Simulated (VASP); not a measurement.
# Te2Au (P-3m1) in VASP: notebook

Te2Au is run at these levels: LDA; tasks: single point, relaxation of cell and atoms.

Everything below comes from runs of VASP 6.6.1. Logs are shortened: lines on timing, memory, paths and dates and some standing lists are left out, and cuts for length are marked.

## 1. The cell of the first run

Symmetry: P-3m1, No. 164, trigonal system. Conventional cell: a = 4.125 Å, b = 4.125 Å, c = 5.054 Å, α = 90.00°, β = 90.00°, γ = 120.00°. Within 3.8 Å of Te (site symmetry 3m) lie 3 Au at 2.79 Å and 6 Te at 3.20 to 3.77 Å. Au (site symmetry -3m) has 6 Te at 2.79 Å within 3.7 Å.

## 2. Single point, LDA

INCAR

```
PREC = Accurate ; ENCUT = 520
EDIFF = 1E-6 ; ISMEAR = 0
SIGMA = 0.1 ; LREAL = F
LASPH = T ; NELM = 60
ALGO = Normal ; ISIF = 2
LWAVE = F ; LCHARG = F
NBANDS = 18
```

KPOINTS

```
Automatic mesh
0
Gamma
  12 12 8
```

POSCAR

```
Te2Au
1.0
    4.1248241274      0.0000000000      0.0000000000
   -2.0624120637      3.5722024805      0.0000000000
    0.0000000000      0.0000000000      5.0540358017
Te Au
2 1
Direct
    0.6666666667      0.3333333333      0.2887789399
    0.3333333333      0.6666666667      0.7112210601
    0.0000000000      0.0000000000      0.0000000000
```

Potentials or basis: VASP PAW LDA potentials, release 64 (Te, Au).

Started as:

```sh
cat potpaw_LDA.64/Te/POTCAR potpaw_LDA.64/Au/POTCAR > POTCAR
mpirun -np 1 vasp_std > vasp.out
```

OUTCAR:

```text
PREC = Accurate
   ENCUT = 520
   EDIFF = 1E-6
   ISMEAR = 0
   LREAL = F
   LASPH = T
   NELM = 60
   ISIF = 2

 ion  position               nearest neighbor table
   1  0.667  0.333  0.289-   3 2.79   3 2.79   3 2.79   2 3.20   2 3.20   2 3.20
   2  0.333  0.667  0.711-   3 2.79   3 2.79   3 2.79   1 3.20   1 3.20   1 3.20
   3  0.000  0.000  0.000-   1 2.79   2 2.79   1 2.79   2 2.79   1 2.79   2 2.79

  LATTYP: Found a hexagonal cell.
 ALAT       =     4.1248241274
 C/A-ratio  =     1.2252730409

  Lattice vectors:

 A1 = (   4.1248241274,   0.0000000000,   0.0000000000)
 A2 = (  -2.0624120637,   3.5722024805,   0.0000000000)
 A3 = (   0.0000000000,   0.0000000000,   5.0540358017)

Analysis of symmetry for initial positions (statically):
=====================================================================
 Subroutine PRICEL returns:
 Original cell was already a primitive cell.

 Routine SETGRP: Setting up the symmetry group for a
 hexagonal supercell.

 Subroutine GETGRP returns: Found 12 space group operations
 (whereof 12 operations were pure point group operations)
 out of a pool of 24 trial point group operations.

The static configuration has the point symmetry D_3d.

Analysis of symmetry for dynamics (positions and initial velocities):
=====================================================================
 Subroutine PRICEL returns:
 Original cell was already a primitive cell.

 Routine SETGRP: Setting up the symmetry group for a
 hexagonal supercell.

 Subroutine GETGRP returns: Found 12 space group operations
 (whereof 12 operations were pure point group operations)
 out of a pool of 24 trial point group operations.

The dynamic configuration has the point symmetry D_3d.

 Subroutine INISYM returns: Found 12 space group operations
 (whereof 12 operations are pure point group operations),
 and found     1 'primitive' translations

----------------------------------------------------------------------------------------

                                     Primitive cell

  volume of cell :      74.4697

  direct lattice vectors                    reciprocal lattice vectors
     4.124824127  0.000000000  0.000000000     0.242434579  0.139969669  0.000000000
    -2.062412064  3.572202481  0.000000000     0.000000000  0.279939339  0.000000000
     0.000000000  0.000000000  5.054035802     0.000000000  0.000000000  0.197861677

  length of vectors
     4.124824127  4.124824127  5.054035802     0.279939339  0.279939339  0.197861677

  position of ions in fractional coordinates (direct lattice)
     0.666666667  0.333333333  0.288778940
     0.333333333  0.666666667  0.711221060
     0.000000000  0.000000000  0.000000000

  ion indices of the primitive-cell ions
   primitive index   ion index
                 1           1
                 2           2
                 3           3

----------------------------------------------------------------------------------------

 KPOINTS: Automatic mesh

Automatic generation of k-mesh.
 Grid dimensions read from file:
 generate k-points for:   12   12    8

 Generating k-lattice:

  Cartesian coordinates                     Fractional coordinates (reciprocal lattice)
     0.020202882  0.011664139  0.000000000     0.083333333  0.000000000  0.000000000
     0.000000000  0.023328278  0.000000000     0.000000000  0.083333333  0.000000000
     0.000000000  0.000000000  0.024732710     0.000000000  0.000000000  0.125000000

  Length of vectors
     0.023328278  0.023328278  0.024732710

  Shift w.r.t. Gamma in fractional coordinates (k-lattice)
     0.000000000  0.000000000  0.000000000

 Subroutine IBZKPT returns following result:
 ===========================================

 Found    131 irreducible k-points:

 Following reciprocal coordinates:
            Coordinates               Weight
  0.000000  0.000000  0.000000      1.000000
  0.083333  0.000000  0.000000      6.000000
  0.166667  0.000000  0.000000      6.000000
  0.250000 -0.000000  0.000000      6.000000
  0.333333  0.000000  0.000000      6.000000
  0.416667  0.000000  0.000000      6.000000
[... 16 lines left out ...]
  0.166667  0.000000  0.125000      6.000000
  0.000000  0.166667  0.125000      6.000000
 [... further k-points ...]
   k-points           NKPTS =    131   k-points in BZ     NKDIM =    131   number of bands    NBANDS=     18
   number of dos      NEDOS =    301   number of ions     NIONS =      3
   total plane-waves  NPLWV =  40960
   dimension x,y,z NGX =    32 NGY =   32 NGZ =   40
   dimension x,y,z NGXF=    64 NGYF=   64 NGZF=   80
   ions per type =               2   1
   NGX,Y,Z   is equivalent  to a cutoff of  12.90, 12.90, 13.16 a.u.
   NGXF,Y,Z  is equivalent  to a cutoff of  25.79, 25.79, 26.31 a.u.
 SYSTEM =  unknown system
   PREC   = accura    normal or accurate (medium, high low for compatibility)
   ISTART =      0    job   : 0-new  1-cont  2-samecut
   ICHARG =      2    charge: 1-file 2-atom 10-const
   ISPIN  =      1    spin polarized calculation?
   LNONCOLLINEAR =      F non collinear calculations
   LSORBIT =      F    spin-orbit coupling
   LASPH  =      T    aspherical Exc in radial PAW
   ENCUT  =  520.0 eV  38.22 Ry    6.18 a.u.   7.67  7.67  9.40*2*pi/ulx,y,z
   NELM   =     60;   NELMIN=  2; NELMDL= -5     # of ELM steps
   EDIFF  = 0.1E-05   stopping-criterion for ELM
   LREAL  =      F    real-space projection
   EDIFFG = 0.1E-04   stopping-criterion for IOM
   NSW    =      0    number of steps for IOM
   IBRION =     -1    ionic relax: 0-MD 1-quasi-New 2-CG
   NFREE  =      0    steps in history (QN), initial steepest desc. (CG)
   ISIF   =      2    stress and relaxation
   ISYM   =      2    0-nonsym 1-usesym 2-fastsym
   POTIM  = 0.5000    time-step for ionic-motion
   TEBEG  =    0.0;   TEEND  =   0.0 temperature during run
   PSTRESS=    0.0 pullay stress
   NELECT =      23.0000    total number of electrons
   NUPDOWN=      -1.0000    fix difference up-down
   EMIN   =  10.00;   EMAX   =-10.00  energy-range for DOS
   EFERMI =   0.00;   METHOD = LEGACY
   ISMEAR =     0;   SIGMA  =   0.10  broadening in eV -4-tet -1-fermi 0-gaus
   EFERMI_NEDOS =   21; number of points for ismear=-14 and -15
   IALGO  =     38    algorithm
   IMIX   =      4    mixing-type and parameters
     AMIX     =   0.40;   BMIX     =  1.00
     AMIX_MAG =   1.60;   BMIX_MAG =  1.00
  volume/ion in A,a.u.               =      24.82       167.52
  Fermi-wavevector in a.u.,A,eV,Ry     =   1.106600  2.091172 16.661212  1.224565
  Thomas-Fermi vector in A             =   2.243104
   LORBIT       =      0    0 simple, 1 ext, 2 COOP (PROOUT), +10 PAW based schemes
   GGA     = CA    functional components
   LHFCALC =     F    Hartree Fock is set to
   AEXX    =    0.0000 exact exchange contribution
   IVDW    =     0    specifies the selected vdW correction
   LEPSILON=     F    determine dielectric tensor
   LRPA    =     F    only Hartree local field effects (RPA)
 non-spin polarized calculation
 Gauss-broadening in eV      SIGMA  =   0.10
  energy-cutoff  :      520.00
  volume of cell :       74.47
 maximum number of plane-waves:      2029
 NGX is ok and might be reduce to    32
   NGX = 15   NGY = 15   NGZ = 19

 number of electron      23.0000000 magnetization

 Free energy of the ion-electron system (eV)
  ---------------------------------------------------
  ext. energy  EPLUGINS =         0.00000000
  ---------------------------------------------------
  free energy    TOTEN  =       -12.38662531 eV

  energy without entropy =      -12.37982475  energy(sigma->0) =      -12.38322503

 E-fermi :   8.2260     XC(G=0): -10.7320

 val. band max:        8.2013996109   @ k =   0.2500   0.2500   0.0000
 cond. band min:       8.2310784982   @ k =   0.0833   0.0833   0.0000
 fundamental gap:      0.0296788873
 Fermi energy:         8.2259996605

 k-point     1 :       0.0000    0.0000    0.0000
  band No.  band energies     occupation
      1      -5.6215      2.00000
      2      -1.9481      2.00000
      3       1.5255      2.00000
      4       2.2078      2.00000
      5       2.2078      2.00000
      6       3.4436      2.00000
[... 10 lines left out ...]
     17      14.0638      0.00000
     18      17.0986      0.00000

 k-point     2 :       0.0833    0.0000    0.0000
  band No.  band energies     occupation
      1      -5.5524      2.00000
      2      -2.0040      2.00000
      3       1.6043      2.00000
      4       2.2386      2.00000
      5       2.2960      2.00000
      6       3.4180      2.00000
[... 10 lines left out ...]
     17      14.1515      0.00000
     18      16.1775      0.00000

 k-point     3 :       0.1667    0.0000    0.0000
  band No.  band energies     occupation
      1      -5.3491      2.00000
      2      -2.1590      2.00000
      3       1.8286      2.00000
      4       2.3245      2.00000
      5       2.5347      2.00000
      6       3.3257      2.00000
[... 10 lines left out ...]
     17      14.3276      0.00000
     18      15.2688      0.00000

 k-point     4 :       0.2500   -0.0000    0.0000
  band No.  band energies     occupation
      1      -5.0250      2.00000
      2      -2.3888      2.00000
      3       2.1632      2.00000
      4       2.4440      2.00000
      5       2.7596      2.00000
      6       3.1276      2.00000
[... 375 lines left out ...]
      4       2.2757      2.00000
      5       2.3468      2.00000
      6       3.4157      2.00000
[... 10 lines left out ...]
     17      14.0769      0.00000
     18      15.4289      0.00000

 k-point    23 :       0.1667    0.0000    0.1250
  band No.  band energies     occupation
      1      -5.2764      2.00000
      2      -2.3451      2.00000
      3       1.7959      2.00000
      4       2.2848      2.00000
      5       2.7403      2.00000
      6       3.2383      2.00000
[... 10 lines left out ...]
     17      15.0439      0.00000
     18      15.1724      0.00000

 k-point    24 :       0.0000    0.1667    0.1250
  band No.  band energies     occupation
      1      -5.2696      2.00000
      2      -2.3898      2.00000
      3       1.9271      2.00000
      4       2.3813      2.00000
      5       2.6175      2.00000
      6       3.3621      2.00000
[... 10 lines left out ...]
     17      14.0886      0.00000
     18      14.3346      0.00000

 [... further k-points ...]

------------------------ aborting loop because EDIFF is reached ----------------------------------------

  FORCE on cell =-STRESS in cart. coord.  units (eV):
  Direction    XX          YY          ZZ          XY          YZ          ZX
  --------------------------------------------------------------------------------------
  -------------------------------------------------------------------------------------
  Total        0.0735457      0.0735457      0.0587173      0.0000000      0.0000000      0.0000000
  in kB        1.5822973      1.5822973      1.2632724      0.0000000      0.0000000      0.0000000
  external PRESSURE =       1.4759556 kB  Pullay stress =       0.0000000 kB

 VOLUME and BASIS-vectors are now :
 -----------------------------------------------------------------------------
  energy-cutoff  :      520.00
  volume of cell :       74.47
      direct lattice vectors                 reciprocal lattice vectors
     4.124824127  0.000000000  0.000000000     0.242434579  0.139969669  0.000000000
    -2.062412064  3.572202481  0.000000000     0.000000000  0.279939339  0.000000000
     0.000000000  0.000000000  5.054035802     0.000000000  0.000000000  0.197861677

 POSITION                                       TOTAL-FORCE (eV/Angst)
 -----------------------------------------------------------------------------------
      2.06241      1.19073      1.45950        -0.000000      0.000000      0.019211
     -0.00000      2.38147      3.59454         0.000000     -0.000000     -0.019211
      0.00000      0.00000      0.00000         0.000000      0.000000      0.000000
 -----------------------------------------------------------------------------------
    total drift:                                0.000000     -0.000000     -0.000000

  FREE ENERGIE OF THE ION-ELECTRON SYSTEM (eV)
  ---------------------------------------------------
  free  energy   TOTEN  =       -12.3866253112 eV

  energy  without entropy=      -12.3798247495  energy(sigma->0) =      -12.38322503
```

Wall time 46 s (1 thread of Intel Xeon 6975P-C (Granite Rapids), shared host); peak memory 0.3 GiB.

What came out:

```yaml
Free_energy: -12.3866 eV
Pressure: 0.1 GPa
Largest_force: 0.019 eV/Å
Band_gap_on_the_k_mesh: zero (an odd number of electrons rules out a gap without spin polarisation)
```

Forces on the atoms (eV/Å):
```
Te   0.000  0.000  0.019
Te   0.000  0.000 -0.019
Au   0.000  0.000  0.000
```

Caveat: spin-orbit coupling is left out, which moves the levels of the heavy elements.

## 3. Relaxation of cell and atoms, LDA

This run uses another cell than the first one, of 26.68 Å³/atom.

INCAR

```
SYSTEM = Te2Au
PREC = Accurate
ENCUT = 600
EDIFF = 1E-6
ISMEAR = 0
SIGMA = 0.1
LREAL = .False.
LASPH = .True.
NELM = 80
ALGO = Normal
ISIF = 3
LWAVE = .False.
LCHARG = .False.
IBRION = 2
NSW = 70
EDIFFG = -0.005
```

KPOINTS

```
regular mesh
0
Gamma
  12 12 8
  0 0 0
```

POSCAR

```
Te2Au
1.0
    4.2235396149      0.0000000000      0.0000000000
   -2.1117698074      3.6576926004      0.0000000000
    0.0000000000      0.0000000000      5.1803032353
Te Au
2 1
Direct
    0.6666666667      0.3333333333      0.2886587539
    0.3333333333      0.6666666667      0.7113412461
    0.0000000000      0.0000000000      0.0000000000
```

Potentials or basis: VASP PAW LDA potentials, release 64 (Te, Au).

Started as:

```sh
cat potpaw_LDA.64/Te/POTCAR potpaw_LDA.64/Au/POTCAR > POTCAR
mpirun -np 1 vasp_std > vasp.out
```

Wall time 4.5 min (1 thread of Intel Xeon 6975P-C (Granite Rapids), shared host); peak memory 0.35 GiB.

Results (log left out):

- Free energy: -12.3869 eV
- Relaxed volume: 24.86 Å³/atom
- Relaxed cell: a = 4.127 Å, b = 4.127 Å, c = 5.056 Å, α = 90.00°, β = 90.00°, γ = 120.00°
- Space group after relaxing (to 0.1 Å): P-3m1 (No. 164)
- Energy gained by relaxing: 32.7 meV/atom
- Ionic steps: 8
- Pressure after relaxing: 0.0 GPa
- Band gap on the k mesh: zero (an odd number of electrons rules out a gap without spin polarisation)

Step by step:
```csv
step,energy change (eV),largest force (eV/Å),pressure (GPa),volume (Å³)
1,0.0000,0.2146,-5.38,80.03
2,-0.0007,0.4380,6.99,70.09
3,-0.0976,0.0645,-0.09,74.76
4,-0.0976,0.0709,0.02,74.66
5,-0.0980,0.0418,0.04,74.61
6,-0.0981,0.0017,0.05,74.53
7,-0.0981,0.0043,-0.07,74.64
8,-0.0982,0.0012,0.00,74.58
```

Final structure:
```cif
data_structure
_symmetry_space_group_name_H-M 'P 1'
_symmetry_Int_Tables_number 1
_cell_length_a 4.1270
_cell_length_b 4.1270
_cell_length_c 5.0561
_cell_angle_alpha 90.000
_cell_angle_beta 90.000
_cell_angle_gamma 120.000
_cell_volume 74.58
loop_
_atom_site_label
_atom_site_type_symbol
_atom_site_fract_x
_atom_site_fract_y
_atom_site_fract_z
_atom_site_occupancy
Te1 Te 0.66667 0.33333 0.28904 1
Te2 Te 0.33333 0.66667 0.71096 1
Au1 Au 0.00000 0.00000 0.00000 1
```

Levels at points of the mesh, in eV from the Fermi level:
| k point | band 7 | band 8 | band 9 | band 10 | band 11 | band 12 | band 13 | band 14 | band 15 |
| --- | --- | --- | --- | --- | --- | --- | --- | --- | --- |
| (0.00, 0.00, 0.00) | -4.77 | -3.79 | -0.44 | -0.44 | -0.34 | -0.34 | 1.08 | 3.07 | 3.13 |
| (0.50, 0.00, 0.00) | -4.47 | -3.75 | -3.71 | -3.58 | -2.71 | -0.99 | 2.07 | 3.64 | 4.63 |
| (0.00, 0.00, 0.50) | -4.80 | -2.15 | -2.06 | -1.62 | -1.62 | 1.44 | 1.44 | 4.02 | 4.66 |
| (0.50, 0.00, 0.50) | -4.57 | -4.52 | -4.29 | -1.76 | -0.95 | -0.71 | 0.43 | 4.12 | 4.66 |

Caveat: spin-orbit coupling is left out, which moves the levels of the heavy elements. LDA usually gives volumes a few per cent too small.

The gap in the log of VASP goes by the Fermi energy; the results here count the filled bands.